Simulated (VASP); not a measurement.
Input of a VASP 6.6.1 run:

INCAR

```
SYSTEM = Cd
PREC     = Accurate       ! precision mode
ENCUT    = 520            ! plane-wave cutoff, eV
EDIFF    = 1E-6           ! SCF threshold, eV
ISMEAR   = -1             ! smearing method
SIGMA    = 0.08           ! smearing width, eV
LREAL    = .FALSE.        ! projectors in reciprocal space
LASPH    = .TRUE.         ! aspherical terms in the spheres
NELM     = 100            ! most SCF steps
ALGO     = Normal         ! electronic algorithm
ISIF     = 2              ! what is computed and relaxed
LWAVE    = .FALSE.        ! write WAVECAR
LCHARG   = .FALSE.        ! write CHGCAR
GGA      = CA             ! functional
NBANDS   = 12             ! bands
```

KPOINTS

```
regular mesh
0
G
  16 16 16
  0 0 0
```

POSCAR

```
Cd
1.0
    0.0000000000      2.1531994228      2.1531994228
    2.1531994228      0.0000000000      2.1531994228
    2.1531994228      2.1531994228      0.0000000000
Cd
1
Direct
    0.0000000000      0.0000000000      0.0000000000
```

Potentials or basis: VASP PAW LDA potentials, release 64 (Cd).

Run with:

```console
$ cat potpaw_LDA.64/Cd/POTCAR > POTCAR
$ mpirun -np 1 vasp_std > vasp.out
```

Question: Predict the pressure.

Answer: 0.6 GPa.

Question: What does it give for the band gap on the k mesh?

Answer: Zero (band 6 reaches 5.40 eV, above the bottom of band 7 at 2.07 eV).
